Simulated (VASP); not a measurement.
Hg, 3 atoms in the cell. Symmetry: P6/mmm, No. 191, hexagonal system. The conventional cell has a = 4.447 Å, b = 4.447 Å, c = 3.791 Å, α = 90.00°, β = 90.00°, γ = 120.00°. Within 3.4 Å of Hg (site symmetry -6m2) lie 9 Hg at 2.57 to 3.19 Å. Hg (site symmetry 6/mmm) has 14 Hg at 3.19 to 3.79 Å within 4.2 Å.  This cell differs from its parent crystal: volume scaled by 0.94.

* Program: VASP 6.6.1
* Task: electric field gradients
* Functional: PBEsol
* Potentials or basis: VASP PAW PBE potentials, release 64 (Hg)
* Cutoff: 520 eV
* k mesh: 8 × 8 × 9
* Occupations: fermi-dirac, width 0.05 eV
* Spin: no spin polarisation
* Dipole correction: no
* Further INCAR settings: ALGO = Normal; EDIFF = 1e-08; NBANDS = 25

Potentials or basis: VASP PAW PBE potentials, release 64 (Hg).

The run is started by

```console
$ cat potpaw_PBE.64/Hg/POTCAR > POTCAR
$ mpirun -np 1 vasp_std > vasp.out
```

Hardware: 1 thread of Intel(R) Xeon(R) Platinum 8259CL CPU @ 2.50GHz (Skylake/Cascade Lake), with other jobs on the host.

How long does it take, and how much memory?

It took 67 s on 1 thread of Intel(R) Xeon(R) Platinum 8259CL CPU @ 2.50GHz (Skylake/Cascade Lake), on a shared host, peak memory 0.21 GiB. Counts: scf iterations 15, k points 50.
